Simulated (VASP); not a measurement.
**TaC5: relaxation of cell and atoms with PBE**

The system is TaC5.

```
Ta C
1.0
     2.28271   -4.15550    0.00000
     2.28271    4.15550    0.00000
     0.00000    0.00000    3.27904
Ta C
1 5
Cartesian
  2.2827 0.0000 0.0000
  2.2827 -2.7733 0.0000
  2.2827 2.7733 0.0000
  1.1414 2.0777 0.4669
  1.1414 -2.0777 2.8121
  0.0000 0.0000 0.0000
```

The cell was generated, and may not be a known phase.

```
Program                : VASP 6.6.1
Task                   : relaxation of cell and atoms
Functional             : PBE
Potentials or basis    : VASP PAW PBE potentials, release 64 (Ta_pv, C)
Cutoff                 : 600 eV
k mesh                 : 4 × 4 × 6
Occupations            : gaussian, width 0.1 eV
Spin                   : no spin polarisation
Dipole correction      : no
Further INCAR settings : ALGO = Normal; EDIFF = 1e-06; IBRION = 2; EDIFFG = -0.04; NSW = 90; ISIF = 3
```

```json
{
  "Relaxed volume": "10.17 Å³/atom",
  "Relaxed cell": "a = 4.752 Å, b = 4.752 Å, c = 3.216 Å, α = 90.00°, β = 90.00°, γ = 122.79°",
  "Space group after relaxing (to 0.1 Å)": "C222 (No. 21)",
  "Energy gained by relaxing": "1.3 meV/atom",
  "Ionic steps": "7",
  "Pressure after relaxing": "0.0 GPa",
  "Largest force after relaxing": "0.028 eV/Å",
  "Band gap on the k mesh": "zero (an odd number of electrons rules out a gap without spin polarisation)"
}
```

Forces in eV/Å, atoms in the order of the input:
```
Ta   0.000  0.000  0.000
C    0.000  0.028  0.000
C    0.000 -0.028  0.000
C    0.000  0.000 -0.004
C    0.000  0.000  0.004
C    0.000  0.000  0.000
```

Stress tensor (GPa, compression positive):
```
 0.48  0.00  0.00
 0.00 -0.41  0.00
 0.00  0.00 -0.17
```

The path:
| step | energy change (eV) | largest force (eV/Å) | pressure (GPa) | volume (Å³) |
| --- | --- | --- | --- | --- |
| 1 | 0.0000 | 0.0547 | -0.47 | 62.21 |
| 2 | -0.0036 | 0.1286 | -0.65 | 61.94 |
| 3 | -0.0044 | 0.2511 | -0.77 | 61.72 |
| 4 | -0.0060 | 0.1781 | -0.58 | 61.54 |
| 5 | -0.0079 | 0.0433 | 0.03 | 61.00 |
| 6 | -0.0079 | 0.0228 | -0.02 | 61.05 |
| 7 | -0.0081 | 0.0277 | -0.04 | 61.05 |

Final structure:
```yaml
crystal:
  lattice:
    - [2.27517, -4.17184, 0.00000]
    - [2.27517, 4.17184, 0.00000]
    - [0.00000, 0.00000, 3.21573]
  atoms:
    - { symbol: Ta, position: [0.50000, 0.50000, 0.00000] }
    - { symbol: C, position: [0.83400, 0.16600, 0.00000] }
    - { symbol: C, position: [0.16600, 0.83400, 0.00000] }
    - { symbol: C, position: [0.00000, 0.50000, 0.14529] }
    - { symbol: C, position: [0.50000, 0.00000, 0.85471] }
    - { symbol: C, position: [0.00000, 0.00000, 0.00000] }
```

Levels at points of the mesh, in eV from the Fermi level:
```csv
k point,band 13,band 14,band 15,band 16,band 17,band 18
"(0.00, 0.00, 0.00)",-1.40,-0.04,0.14,0.53,1.48,1.60
"(0.50, 0.00, 0.00)",-2.26,-2.00,-1.69,-0.30,1.29,2.13
"(0.50, 0.50, 0.00)",-2.47,-1.42,-1.33,-1.04,1.53,2.18
"(0.00, 0.00, 0.50)",-1.91,-1.62,-1.60,0.37,1.61,1.69
"(0.50, 0.00, 0.50)",-2.89,-2.33,-0.15,0.47,0.94,1.66
"(0.50, 0.50, 0.50)",-2.92,-2.17,-1.14,0.49,0.99,2.29
```

Wall time 77 s on 1 thread of Intel(R) Xeon(R) 6975P-C (Granite Rapids) (shared host), peak memory 0.23 GiB.

Caveat: the k points lie up to 0.39 Å⁻¹ apart in the final cell, too coarse for converged energies and pressures of a metal; spin-orbit coupling is left out, which moves the levels of the heavy elements.
